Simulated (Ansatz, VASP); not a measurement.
## BaMg3H3 in VASP and in Ansatz

```xyz
7
Lattice="4.3881 0.0000 0.0000 0.0000 4.3881 0.0000 0.0000 0.0000 7.0054" Properties=species:S:1:pos:R:3 pbc="T T T"
Ba    0.0000    0.0000    4.4255
Mg    2.1940    0.0000    0.5051
Mg    0.0000    2.1940    0.5051
Mg    2.1940    2.1940    2.6315
H     2.1940    2.1940    4.5592
H     2.1940    0.0000    2.7351
H     0.0000    2.1940    2.7351
```

Alike in both runs: functional PBE; k mesh 4 × 4 × 4; occupations gaussian, width 0.1 eV; no spin polarisation.

Ansatz relaxed the structure, and its values are those at the end. VASP's run is a single point on that final structure, the one shown.

|  | VASP | Ansatz |
| --- | --- | --- |
| version | VASP 6.6.1 | Ansatz 0.2.0 |
| potentials or method | VASP PAW PBE potentials, release 64 (Ba_sv, Mg, H), cutoff 520 eV | scalar-relativistic, plane waves, PAW |
| valence electrons in the cell | 19 | 43 |

|  | VASP | Ansatz | Ansatz less VASP |
| --- | --- | --- | --- |
| gap on the k mesh at the Fermi level (eV) | none | none | - |
| pressure (GPa) | 0.1 | 0.0 | -0.09 |
| rms of the force components (eV/Å) | 0.013 | 0.005 | -0.0083 |

A gap of «none» marks a metal or a gap that the smearing closes. VASP's potentials hold 19 valence electrons a cell and Ansatz's 43, so a difference there can come from the potentials and not from the codes.

Neither program's run includes spin-orbit coupling.
